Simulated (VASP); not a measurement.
Write the native input for VASP 6.6.1 that does the following.

- Task: single point
- Functional: PBE
- Potentials or basis: VASP PAW PBE potentials, release 64 (Eu, S)
- Cutoff: 600 eV
- k mesh: 10 × 10 × 10
- Occupations: fermi-dirac, width 0.15 eV
- Spin: collinear spin, ferromagnetic start
- Starting moments: [7.0, 0.0] μB
- Hubbard terms: Eu f U = 2.0 eV
- Dipole correction: no
- Further INCAR settings: ALGO = Normal; EDIFF = 1e-06; NBANDS = 22

The structure of EuS lies in POSCAR:

```
EuS
1.0
    0.0000000000      2.9785000000      2.9785000000
    2.9785000000      0.0000000000      2.9785000000
    2.9785000000      2.9785000000      0.0000000000
Eu S
1 1
Direct
    0.0000000000      0.0000000000      0.0000000000
    0.5000000000      0.5000000000      0.5000000000
```

One way to write it, as run:

INCAR

```
SYSTEM = EuS
PREC     = Accurate       ! precision mode
ENCUT    = 600            ! plane-wave cutoff, eV
EDIFF    = 1E-6           ! SCF threshold, eV
ISMEAR   = -1             ! smearing method
SIGMA    = 0.15           ! smearing width, eV
LREAL    = .False.        ! projectors in reciprocal space
LASPH    = .True.         ! aspherical terms in the spheres
NELM     = 200            ! most SCF steps
ALGO     = Normal         ! electronic algorithm
ISIF     = 2              ! what is computed and relaxed
LWAVE    = .False.        ! write WAVECAR
LCHARG   = .True.         ! write CHGCAR
ISPIN    = 2              ! spin polarisation
MAGMOM   = 7 0            ! initial moments
LORBIT   = 11             ! projections on sites
LMAXMIX  = 6              ! l up to which the mixer works
LDAU     = .True.         ! DFT+U
LDAUTYPE = 2            
LDAUL    = 3 -1           ! shell
LDAUU    = 2 0            ! U, eV
LDAUJ    = 0 0          
LDAUPRINT= 1            
GGA      = PE             ! functional
LELF     = .True.         ! ELF
LVHAR    = .True.       
NBANDS   = 22             ! bands
GGA_COMPAT= .False.
```

KPOINTS

```
Automatic mesh
0
Gamma
  10 10 10
  0 0 0
```

Potentials or basis: VASP PAW PBE potentials, release 64 (Eu, S).

The run is started by

```console
$ cat potpaw_PBE.64/Eu/POTCAR potpaw_PBE.64/S/POTCAR > POTCAR
$ mpirun -np 1 vasp_std > vasp.out
```

Results of the run:

* Pressure: -1.5 GPa
* Band gap on the k mesh: zero (filled and empty bands overlap)
* Net moment: 6.97 μB per cell
* Site moments: Eu +6.62; S -0.07 μB
* Valence electrons inside the program's atomic spheres: Eu 14.79; S 3.75

Caveat: spin-orbit coupling is left out, which moves the levels of the heavy elements; a cell with one magnetic atom can't hold antiferromagnetic order, which such compounds often take.

Run time: 78 s on 1 thread of Intel(R) Xeon(R) 6975P-C (Granite Rapids) (shared host), peak memory 0.32 GiB.
